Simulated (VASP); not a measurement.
Crystal: SiS2.

```
CELL_PARAMETERS angstrom
-2.78200 4.77250 2.77600
2.78200 -4.77250 2.77600
2.78200 4.77250 -2.77600
ATOMIC_POSITIONS crystal
S 0.38180 0.70880 0.09060
S 0.61820 0.29120 0.90940
S 0.88180 0.79120 0.67300
S 0.11820 0.20880 0.32700
Si 0.25000 0.25000 0.00000
Si 0.75000 0.75000 0.00000
```

Base run:

| Property | Result |
| --- | --- |
| Program | VASP 6.6.1 |
| Functional | LDA |
| Potentials or basis | VASP PAW LDA potentials, release 64 (S, Si) |
| Cutoff | 500 eV |
| k mesh | 7 × 7 × 7 |
| Occupations | fermi-dirac, width 0.05 eV |
| Spin | no spin polarisation |

Its results: band gap on the k mesh 2.59 eV (least direct gap 2.98 eV); pressure -1.1 GPa; largest force 0.024 eV/Å.

Task: The run is repeated on the same cell with these changes: functional from LDA to r2SCAN; potentials or basis from VASP PAW LDA potentials, release 64 (S, Si) to VASP PAW PBE potentials, release 64 (S, Si); cutoff from 500 eV to 550 eV. What comes out?

Result: Band gap on the k mesh 3.18 eV (least direct gap 3.57 eV); pressure 0.3 GPa; largest force 0.046 eV/Å.

Caveats: the PAW data sets were made with another functional, which shifts forces and pressure a little (at least some runs).

A k mesh can miss the band edges.
